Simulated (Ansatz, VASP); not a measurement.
**Two plane-wave programs on LiF**

The input POSCAR:

```
LiF
1.0
    2.7757075659      0.0000000000      0.0000000000
   -1.3878537829      2.4038332655      0.0000000000
    0.0000000000      0.0000000000      4.7826938440
Li F
2 2
Direct
    0.0000000000      0.0000000000      0.0000000000
    0.0000000000      0.0000000000      0.5000000000
    0.3333333333      0.6666666667      0.2500000000
    0.6666666667      0.3333333333      0.7500000000
```

INCAR.step1

```
SYSTEM = LiF
PREC = Accurate ; ENCUT = 520
EDIFF = 1E-5 ; ISMEAR = 0
SIGMA = 0.01 ; LREAL = .False.
LASPH = .True. ; NELM = 60
ALGO = Normal ; ISIF = 2
LWAVE = .True. ; LCHARG = .False.
NBANDS = 18 ; GGA = PE
```

The input INCAR.step2:

```
SYSTEM = LiF
PREC = Accurate ; ENCUT = 520
EDIFF = 1E-7 ; ISMEAR = 0
SIGMA = 0.01 ; LREAL = .False.
LASPH = .True. ; NELM = 60
ALGO = Normal ; ISIF = 2
LWAVE = .False. ; LCHARG = .False.
GGA = PE ; LHFCALC = .True.
HFSCREEN = 0.2079 ; PRECFOCK = Normal
NBANDS = 18 ; ISTART = 1
```

File KPOINTS:

```
regular mesh
0
Gamma
  6 6 2
  0 0 0
```

Input for Ansatz:

```yaml
crystal:
  lattice:
    - [2.7757075659, 0.0, 0.0]
    - [-1.3878537829, 2.4038332655, 0.0]
    - [0.0, 0.0, 4.782693844]
  atoms:
    - { symbol: Li, position: [0.0, 0.0, 0.0] }
    - { symbol: Li, position: [0.0, 0.0, 0.5] }
    - { symbol: F, position: [0.3333333333, 0.6666666667, 0.25] }
    - { symbol: F, position: [0.6666666667, 0.3333333333, 0.75] }
kpoints:
  mp_grid: { grid: [6, 6, 2] }
hamiltonian:
  xc: hse06
scf:
  occupations: { method: fixed }
  n_extra_bands: 5
output:
  forces: true
  stress: true
  eigenvalues: true
```

Alike in both runs: task single point; functional HSE06; k mesh 6 × 6 × 2; no spin polarisation.

```csv
,VASP,Ansatz
version,VASP 6.6.1,Ansatz 0.2.0
potentials or method,"VASP PAW PBE potentials, release 64 (Li_sv, F)","plane waves, PAW"
plane-wave cutoff (eV),520,420
occupations,"gaussian, width 0.01 eV",fixed
valence electrons in the cell,20,20
```

```tsv
	VASP	Ansatz	Ansatz less VASP
gap on the k mesh at the Fermi level (eV)	11.53	11.54	+0.007
```

Ansatz's warnings: stress exchange threshold loose, stress scf threshold loose.

The k mesh is coarse, so the values compare programs but aren't converged. Noted on VASP's run: the cutoff is short for stress, so the pressure is rough.
